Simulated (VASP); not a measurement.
Runs of VASP 6.6.1 on InAs. The structure is that of space group I-4m2 (No. 119), or close to it. The cells are those of the table. 

| cell | gap on the mesh (eV) | pressure (GPa) |
| --- | --- | --- |
| a = 4.074, b = 4.255 Å, angles 58.5, 63.0, 58.5°, 2 atoms | (b) | 12.6 |
| a = 4.777, b = 4.326 Å, angles 63.1, 53.8, 63.1°, 2 atoms | none | (a) |
| a = 4.566, b = 4.354 Å, angles 61.5, 56.9, 61.5°, 2 atoms | none | -3.1 |
| a = 4.677, b = 4.459 Å, angles 61.5, 56.9, 61.5°, 2 atoms | none | -5.0 |
| a = 4.038, b = 4.386 Å, angles 57.1, 65.8, 57.1°, 2 atoms | 0.21 | 11.6 |

Alike in all rows: task single point; level PBE; potentials or basis VASP PAW PBE potentials, release 64 (In_d, As); no spin polarisation; k mesh 14 × 14 × 14; cutoff (eV) 520; smearing gaussian 0.15 eV.

Problem. Estimate the missing entries.

Solution. (a) -5.1; (b) 0.05.

Caveats: semilocal functionals underestimate gaps, and a narrow one can read as zero; spin-orbit coupling is left out, which moves the levels of the heavy elements; the cell stands under pressure (at least some runs); the cell stands under tension (at least some runs); the stress differs along the axes, from -10 to -3 GPa (at least some runs).

A k mesh can miss the band edges, and the runs leave out spin-orbit coupling on As, In.

A gap of «none» marks levels without a gap at the run's occupations.
